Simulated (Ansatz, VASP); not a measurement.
**Ga2Cl: VASP beside Ansatz**

```
Ga Cl
1.0
     0.00000    3.53933    3.53933
     3.53933    0.00000    3.53933
     3.53933    3.53933    0.00000
Ga Cl
2 1
Cartesian
  1.7697 1.7697 1.7697
  5.3090 5.3090 5.3090
  0.0000 0.0000 0.0000
```

Alike in both runs: functional PBE; k mesh 12 × 12 × 12; occupations gaussian, width 0.1 eV; no spin polarisation.

Ansatz relaxed the structure, and its values are those at the end. VASP's run is a single point on that final structure, the one shown.

|  | VASP | Ansatz |
| --- | --- | --- |
| version | VASP 6.6.1 | Ansatz 0.2.0 |
| potentials or method | VASP PAW PBE potentials, release 64 (Ga_d, Cl), cutoff 520 eV | scalar-relativistic, plane waves, PAW |
| valence electrons in the cell | 33 | 33 |

```tsv
	VASP	Ansatz	Ansatz less VASP
gap on the k mesh at the Fermi level (eV)	none	none	-
pressure (GPa)	0.0	0.0	+0.01
```

A gap of «none» marks a metal or a gap that the smearing closes.
